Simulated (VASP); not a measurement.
**ZrB2: single point with LDA**

Crystal: ZrB2.

```
Zr B
1.0
     2.94178    0.00000    0.00000
    -1.47089    2.54765    0.00000
     0.00000    0.00000    3.48130
Zr B
1 2
Direct
  0.00000 0.00000 0.00000
  0.33333 0.66667 0.50000
  0.66667 0.33333 0.50000
```

This cell differs from its parent crystal: volume 8.697 Å^3 an atom, c/a of the conventional cell 1.1834.

* Program: VASP 6.6.1
* Task: single point
* Functional: LDA
* Potentials or basis: VASP PAW LDA potentials, release 64 (Zr_sv, B)
* Cutoff: 520 eV
* k mesh: 18 × 18 × 12
* Occupations: gaussian, width 0.15 eV
* Spin: no spin polarisation

* Pressure: 44.2 GPa
* Band gap on the k mesh: zero (band 9 reaches 13.30 eV, above the bottom of band 10 at 11.58 eV)

Stress tensor (GPa, compression positive):
```
53.86  0.00  0.00
 0.00 53.86  0.00
 0.00  0.00 25.02
```

Levels at points of the mesh, in eV from the Fermi level:
```tsv
k point	band 6	band 7	band 8	band 9	band 10	band 11	band 12	band 13
(0.00, 0.00, 0.00)	-3.12	-2.61	-2.49	-2.49	4.24	4.24	4.47	4.47
(0.50, 0.00, 0.00)	-8.32	-4.89	-3.20	-3.08	2.42	2.71	6.26	6.57
(0.00, 0.00, 0.50)	-7.31	-0.70	-0.70	0.90	0.90	1.04	1.04	1.04
(0.50, 0.00, 0.50)	-7.20	-4.86	-4.66	-1.35	3.77	5.32	6.86	6.90
```

Wall time 83 s on 1 thread of Intel(R) Xeon(R) Platinum 8259CL CPU @ 2.50GHz (Skylake/Cascade Lake), with other jobs on the host, peak memory 0.22 GiB.
